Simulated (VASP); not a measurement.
# TlPb2 (Fd-3m) in VASP: a series of runs

TlPb2 is run at these levels: PBE; tasks: single point.

All numbers are computed with VASP 6.6.1; they aren't measurements. Logs are shortened: lines on timing, memory, paths and dates and some standing lists are left out, and cuts for length are marked.

## Step 1: The cell of the first run

It takes space group Fd-3m (No. 227, cubic). Conventional cell: a = 9.179 Å, b = 9.179 Å, c = 9.179 Å, α = 90.00°, β = 90.00°, γ = 90.00°. Tl (site symmetry -43m) has 12 Pb at 3.81 Å and 4 Tl at 3.97 Å within 5.0 Å. Pb (site symmetry -3m) has 6 Pb at 3.25 Å and 6 Tl at 3.81 Å within 4.3 Å.

## Step 2: Single point, PBE (32.22 Å³/atom)

The input, INCAR:

```
ALGO = Fast
EDIFF = 1E-6
ENCUT = 520
GGA = PE
ISIF = 2
ISMEAR = 0
LASPH = True
LCHARG = True
LELF = True
LREAL = False
LVHAR = True
LWAVE = False
NBANDS = 50
NELM = 80
PREC = Accurate
SIGMA = 0.1
```

The input, KPOINTS:

```
k-points
0
Gamma
  8 8 8
```

The input, POSCAR:

```
TlPb2
1.0
    0.0000000000      4.5894103884      4.5894103884
    4.5894103884      0.0000000000      4.5894103884
    4.5894103884      4.5894103884      0.0000000000
Tl Pb
2 4
Direct
    0.0000000000      0.0000000000      0.0000000000
    0.2500000000      0.2500000000      0.2500000000
    0.6250000000      0.6250000000      0.6250000000
    0.1250000000      0.6250000000      0.6250000000
    0.6250000000      0.1250000000      0.6250000000
    0.6250000000      0.6250000000      0.1250000000
```

Potentials or basis: VASP PAW PBE potentials, release 64 (Tl_d, Pb_d).

Started as:

```bash
> cat potpaw_PBE.64/Tl_d/POTCAR potpaw_PBE.64/Pb_d/POTCAR > POTCAR
> mpirun -np 1 vasp_std > vasp.out
```

OUTCAR:

```text
EDIFF = 1E-6
   ENCUT = 520
   GGA = PE
   ISIF = 2
   ISMEAR = 0
   LASPH = True
   LREAL = False
   NELM = 80
   PREC = Accurate

 ion  position               nearest neighbor table
   1  0.000  0.000  0.000-   4 3.81   5 3.81   6 3.81   3 3.81   4 3.81   6 3.81   3 3.81   4 3.81
                             5 3.81   3 3.81   5 3.81   6 3.81   2 3.97   2 3.97   2 3.97   2 3.97
   2  0.250  0.250  0.250-   4 3.81   5 3.81   6 3.81   3 3.81   4 3.81   5 3.81   3 3.81   4 3.81
                             6 3.81   3 3.81   5 3.81   6 3.81   1 3.97   1 3.97   1 3.97   1 3.97
   3  0.625  0.625  0.625-   4 3.25   5 3.25   6 3.25   6 3.25   5 3.25   4 3.25   1 3.81   2 3.81
                             1 3.81   2 3.81   1 3.81   2 3.81
   4  0.125  0.625  0.625-   3 3.25   6 3.25   5 3.25   3 3.25   5 3.25   6 3.25   1 3.81   2 3.81
                             2 3.81   1 3.81   2 3.81   1 3.81
   5  0.625  0.125  0.625-   3 3.25   6 3.25   3 3.25   4 3.25   6 3.25   4 3.25   1 3.81   2 3.81
                             1 3.81   2 3.81   1 3.81   2 3.81
   6  0.625  0.625  0.125-   3 3.25   3 3.25   4 3.25   5 3.25   5 3.25   4 3.25   1 3.81   2 3.81
                             1 3.81   2 3.81   1 3.81   2 3.81

  LATTYP: Found a face centered cubic cell.
 ALAT       =     9.1788207768

  Lattice vectors:

 A1 = (   0.0000000000,   4.5894103884,   4.5894103884)
 A2 = (   4.5894103884,   0.0000000000,   4.5894103884)
 A3 = (   4.5894103884,   4.5894103884,   0.0000000000)

Analysis of symmetry for initial positions (statically):
=====================================================================
 Subroutine PRICEL returns:
 Original cell was already a primitive cell.

 Routine SETGRP: Setting up the symmetry group for a
 face centered cubic supercell.

 Subroutine GETGRP returns: Found 48 space group operations
 (whereof 24 operations were pure point group operations)
 out of a pool of 48 trial point group operations.

The static configuration has the point symmetry T_d .
 The point group associated with its full space group is O_h .

Analysis of symmetry for dynamics (positions and initial velocities):
=====================================================================
 Subroutine PRICEL returns:
 Original cell was already a primitive cell.

 Routine SETGRP: Setting up the symmetry group for a
 face centered cubic supercell.

 Subroutine GETGRP returns: Found 48 space group operations
 (whereof 24 operations were pure point group operations)
 out of a pool of 48 trial point group operations.

The dynamic configuration has the point symmetry T_d .
 The point group associated with its full space group is O_h .

 Subroutine INISYM returns: Found 48 space group operations
 (whereof 24 operations are pure point group operations),
 and found     1 'primitive' translations

----------------------------------------------------------------------------------------

                                     Primitive cell

  volume of cell :     193.3306

  direct lattice vectors                    reciprocal lattice vectors
     0.000000000  4.589410388  4.589410388    -0.108946457  0.108946457  0.108946457
     4.589410388  0.000000000  4.589410388     0.108946457 -0.108946457  0.108946457
     4.589410388  4.589410388  0.000000000     0.108946457  0.108946457 -0.108946457

  length of vectors
     6.490406415  6.490406415  6.490406415     0.188700798  0.188700798  0.188700798

  position of ions in fractional coordinates (direct lattice)
     0.000000000  0.000000000  0.000000000
     0.250000000  0.250000000  0.250000000
     0.625000000  0.625000000  0.625000000
     0.125000000  0.625000000  0.625000000
     0.625000000  0.125000000  0.625000000
     0.625000000  0.625000000  0.125000000

  ion indices of the primitive-cell ions
   primitive index   ion index
                 1           1
                 2           2
                 3           3
                 4           4
                 5           5
                 6           6

----------------------------------------------------------------------------------------

 KPOINTS: k-points

Automatic generation of k-mesh.
 Grid dimensions read from file:
 generate k-points for:    8    8    8

 Generating k-lattice:

  Cartesian coordinates                     Fractional coordinates (reciprocal lattice)
    -0.013618307  0.013618307  0.013618307     0.125000000  0.000000000  0.000000000
     0.013618307 -0.013618307  0.013618307     0.000000000  0.125000000  0.000000000
     0.013618307  0.013618307 -0.013618307     0.000000000  0.000000000  0.125000000

  Length of vectors
     0.023587600  0.023587600  0.023587600

  Shift w.r.t. Gamma in fractional coordinates (k-lattice)
     0.000000000  0.000000000  0.000000000

 Subroutine IBZKPT returns following result:
 ===========================================

 Found     29 irreducible k-points:

 Following reciprocal coordinates:
            Coordinates               Weight
  0.000000  0.000000  0.000000      1.000000
  0.125000  0.000000  0.000000      8.000000
  0.250000  0.000000  0.000000      8.000000
  0.375000  0.000000  0.000000      8.000000
  0.500000  0.000000  0.000000      4.000000
  0.125000  0.125000  0.000000      6.000000
[... 16 lines left out ...]
  0.500000  0.250000  0.125000     48.000000
 -0.375000  0.250000  0.125000     24.000000
 [... further k-points ...]
   k-points           NKPTS =     29   k-points in BZ     NKDIM =     29   number of bands    NBANDS=     50
   number of dos      NEDOS =    301   number of ions     NIONS =      6
   total plane-waves  NPLWV = 110592
   dimension x,y,z NGX =    48 NGY =   48 NGZ =   48
   dimension x,y,z NGXF=    96 NGYF=   96 NGZF=   96
   ions per type =               2   4
   NGX,Y,Z   is equivalent  to a cutoff of  12.29, 12.29, 12.29 a.u.
   NGXF,Y,Z  is equivalent  to a cutoff of  24.59, 24.59, 24.59 a.u.
 SYSTEM =  unknown system
   PREC   = accura    normal or accurate (medium, high low for compatibility)
   ISTART =      0    job   : 0-new  1-cont  2-samecut
   ICHARG =      2    charge: 1-file 2-atom 10-const
   ISPIN  =      1    spin polarized calculation?
   LNONCOLLINEAR =      F non collinear calculations
   LSORBIT =      F    spin-orbit coupling
   LASPH  =      T    aspherical Exc in radial PAW
   ENCUT  =  520.0 eV  38.22 Ry    6.18 a.u.  12.07 12.07 12.07*2*pi/ulx,y,z
   NELM   =     80;   NELMIN=  2; NELMDL= -5     # of ELM steps
   EDIFF  = 0.1E-05   stopping-criterion for ELM
   LREAL  =      F    real-space projection
   EDIFFG = 0.1E-04   stopping-criterion for IOM
   NSW    =      0    number of steps for IOM
   IBRION =     -1    ionic relax: 0-MD 1-quasi-New 2-CG
   NFREE  =      0    steps in history (QN), initial steepest desc. (CG)
   ISIF   =      2    stress and relaxation
   ISYM   =      2    0-nonsym 1-usesym 2-fastsym
   POTIM  = 0.5000    time-step for ionic-motion
   TEBEG  =    0.0;   TEEND  =   0.0 temperature during run
   PSTRESS=    0.0 pullay stress
   NELECT =      82.0000    total number of electrons
   NUPDOWN=      -1.0000    fix difference up-down
   EMIN   =  10.00;   EMAX   =-10.00  energy-range for DOS
   EFERMI =   0.00;   METHOD = LEGACY
   ISMEAR =     0;   SIGMA  =   0.10  broadening in eV -4-tet -1-fermi 0-gaus
   EFERMI_NEDOS =   21; number of points for ismear=-14 and -15
   IALGO  =     68    algorithm
   IMIX   =      4    mixing-type and parameters
     AMIX     =   0.40;   BMIX     =  1.00
     AMIX_MAG =   1.60;   BMIX_MAG =  1.00
  volume/ion in A,a.u.               =      32.22       217.44
  Fermi-wavevector in a.u.,A,eV,Ry     =   1.230021  2.324403 20.584960  1.512952
  Thomas-Fermi vector in A             =   2.364886
   LORBIT       =      0    0 simple, 1 ext, 2 COOP (PROOUT), +10 PAW based schemes
   GGA     = PE    functional components
   LHFCALC =     F    Hartree Fock is set to
   AEXX    =    0.0000 exact exchange contribution
   IVDW    =     0    specifies the selected vdW correction
   LEPSILON=     F    determine dielectric tensor
   LRPA    =     F    only Hartree local field effects (RPA)
 non-spin polarized calculation
 RMM-DIIS sequential band-by-band and
 Gauss-broadening in eV      SIGMA  =   0.10
  energy-cutoff  :      520.00
  volume of cell :      193.33
 maximum number of plane-waves:      5220
   NGX = 25   NGY = 25   NGZ = 25

 number of electron      81.9999991 magnetization

 Free energy of the ion-electron system (eV)
  ---------------------------------------------------
  ext. energy  EPLUGINS =         0.00000000
  ---------------------------------------------------
  free energy    TOTEN  =       -18.28669873 eV

  energy without entropy =      -18.26836434  energy(sigma->0) =      -18.27753154

 E-fermi :   6.2646     XC(G=0):  -9.7478

 val. band max:        6.1994658049   @ k =  -0.2500   0.5000   0.2500
 cond. band min:       6.2808491011   @ k =   0.5000   0.0000   0.0000
 fundamental gap:      0.0813832962
 Fermi energy:         6.2646210646

 k-point     1 :       0.0000    0.0000    0.0000
  band No.  band energies     occupation
      1     -11.1519      2.00000
      2     -10.9867      2.00000
      3     -10.9867      2.00000
      4     -10.9867      2.00000
      5     -10.9728      2.00000
      6     -10.9728      2.00000
[... 42 lines left out ...]
     49      11.3616      0.00000
     50      11.3616      0.00000

 k-point     2 :       0.1250    0.0000    0.0000
  band No.  band energies     occupation
      1     -11.1369      2.00000
      2     -10.9816      2.00000
      3     -10.9793      2.00000
      4     -10.9793      2.00000
      5     -10.9589      2.00000
      6     -10.9589      2.00000
[... 42 lines left out ...]
     49      11.0669      0.00000
     50      11.3078      0.00000

 k-point     3 :       0.2500    0.0000    0.0000
  band No.  band energies     occupation
      1     -11.1009      2.00000
      2     -10.9731      2.00000
      3     -10.9731      2.00000
      4     -10.9623      2.00000
      5     -10.9057      2.00000
      6     -10.9057      2.00000
[... 1102 lines left out ...]
     49       9.8499      0.00000
     50      10.3235      0.00000

 k-point    24 :      -0.3750    0.2500    0.1250
  band No.  band energies     occupation
      1     -11.0152      2.00000
      2     -10.9558      2.00000
      3     -10.9124      2.00000
      4     -10.8898      2.00000
      5     -10.8192      2.00000
      6     -10.7736      2.00000
[... 42 lines left out ...]
     49      10.1978      0.00000
     50      10.5962      0.00000

 [... further k-points ...]

------------------------ aborting loop because EDIFF is reached ----------------------------------------

  FORCE on cell =-STRESS in cart. coord.  units (eV):
  Direction    XX          YY          ZZ          XY          YZ          ZX
  --------------------------------------------------------------------------------------
  -------------------------------------------------------------------------------------
  Total        2.5758657      2.5758657      2.5758657      0.0000000      0.0000000      0.0000000
  in kB       21.3468164     21.3468164     21.3468164      0.0000000      0.0000000      0.0000000
  external PRESSURE =      21.3468164 kB  Pullay stress =       0.0000000 kB

 VOLUME and BASIS-vectors are now :
 -----------------------------------------------------------------------------
  energy-cutoff  :      520.00
  volume of cell :      193.33
      direct lattice vectors                 reciprocal lattice vectors
     0.000000000  4.589410388  4.589410388    -0.108946457  0.108946457  0.108946457
     4.589410388  0.000000000  4.589410388     0.108946457 -0.108946457  0.108946457
     4.589410388  4.589410388  0.000000000     0.108946457  0.108946457 -0.108946457

 POSITION                                       TOTAL-FORCE (eV/Angst)
 -----------------------------------------------------------------------------------
      0.00000      0.00000      0.00000         0.000000     -0.000000      0.000000
      2.29471      2.29471      2.29471        -0.000000      0.000000      0.000000
      5.73676      5.73676      5.73676         0.000000     -0.000000     -0.000000
      5.73676      3.44206      3.44206         0.000000     -0.000000     -0.000000
      3.44206      5.73676      3.44206         0.000000     -0.000000     -0.000000
      3.44206      3.44206      5.73676         0.000000     -0.000000     -0.000000
 -----------------------------------------------------------------------------------
    total drift:                                0.000000      0.000000     -0.000000

  FREE ENERGIE OF THE ION-ELECTRON SYSTEM (eV)
  ---------------------------------------------------
  free  energy   TOTEN  =       -18.2866987325 eV

  energy  without entropy=      -18.2683643410  energy(sigma->0) =      -18.27753154
```

Run time: 2.3 min. Hardware: 1 thread of Intel Xeon 6975P-C (Granite Rapids), shared host; peak memory 0.45 GiB.

Results:

```yaml
Free_energy: -18.2867 eV
Pressure: 2.1 GPa
Band_gap_on_the_k_mesh: zero (bands 41 and 42 overlap by 2.19 eV)
```

Caveat: spin-orbit coupling is left out, which moves the levels of the heavy elements.

## Step 3: Single point, PBE (33.25 Å³/atom)

This run uses another cell than the first one, of 33.25 Å³/atom.

The input, INCAR:

```
ALGO = Fast ; EDIFF = 1E-7
ENCUT = 520 ; GGA = PE
ISIF = 2 ; ISMEAR = 0
LASPH = T ; LCHARG = F
LREAL = F ; LWAVE = F
NBANDS = 50 ; NELM = 60
PREC = Accurate ; SIGMA = 0.1
```

KPOINTS is that of step 2.

Changes to POSCAR since step 2:

```diff
@@ -2,5 +2,5 @@
 1.0
-    0.0000000000      4.5894103884      4.5894103884
-    4.5894103884      0.0000000000      4.5894103884
-    4.5894103884      4.5894103884      0.0000000000
+    0.0000000000      4.6377235218      4.6377235218
+    4.6377235218      0.0000000000      4.6377235218
+    4.6377235218      4.6377235218      0.0000000000
 Tl Pb
```

Potentials or basis: VASP PAW PBE potentials, release 64 (Tl_d, Pb_d).

Started as:

```bash
> cat potpaw_PBE.64/Tl_d/POTCAR potpaw_PBE.64/Pb_d/POTCAR > POTCAR
> mpirun -np 1 vasp_std > vasp.out
```

Wall time 3.7 min (1 thread of Intel Xeon 6975P-C (Granite Rapids), shared host); peak memory 0.47 GiB.

The run converged. Its results:

```yaml
Free_energy: -18.3486 eV
Pressure: 0.9 GPa
Band_gap_on_the_k_mesh: zero (bands 41 and 42 overlap by 2.12 eV)
```

Levels at points of the mesh, in eV from the Fermi level:
```csv
k point,band 38,band 39,band 40,band 41,band 42,band 43,band 44,band 45
"(0.00, 0.00, 0.00)",-2.67,-2.67,-2.67,-0.78,-0.78,0.39,0.39,0.39
"(0.50, 0.00, 0.00)",-2.50,-2.50,0.02,0.02,0.73,0.73,0.73,1.54
"(0.50, 0.50, 0.00)",-1.26,-1.00,-1.00,1.02,1.02,1.17,1.17,1.22
```

Caveat: spin-orbit coupling is left out, which moves the levels of the heavy elements.
